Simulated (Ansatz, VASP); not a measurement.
# NaLiCl2 in VASP and in Ansatz

```
Na Li Cl
1.0
     1.83685    1.06051    6.08457
    -1.83685    1.06051    6.08457
     0.00000   -2.12101    6.08457
Na Li Cl
1 1 2
Cartesian
  0.0000 0.0000 0.0000
  0.0000 0.0000 9.1268
  0.0000 0.0000 13.8293
  0.0000 0.0000 4.4244
```

Alike in both runs: functional LDA; k mesh 9 × 9 × 9; occupations gaussian, width 0.02 eV; no spin polarisation.

Ansatz relaxed the structure, and its values are those at the end. VASP's run is a single point on that final structure, the one shown.

|  | VASP | Ansatz |
| --- | --- | --- |
| version | VASP 6.6.1 | Ansatz 0.2.0 |
| potentials or method | VASP PAW LDA potentials, release 64 (Na_pv, Li_sv, Cl), cutoff 520 eV | scalar-relativistic, plane waves, PAW |
| valence electrons in the cell | 24 | 26 |

```tsv
	VASP	Ansatz	Ansatz less VASP
gap on the k mesh at the Fermi level (eV)	5.61	5.60	-0.012
least direct gap on the mesh (eV)	5.61	5.60	-0.012
```

LDA's correlation is that of Perdew and Zunger in VASP and of Perdew and Wang (1992) in Ansatz. VASP's potentials hold 24 valence electrons a cell and Ansatz's 26, so a difference there can come from the potentials and not from the codes.

Noted on VASP's run: the cutoff is under 1.25 times that of the potentials, so the pressure is a little rough.
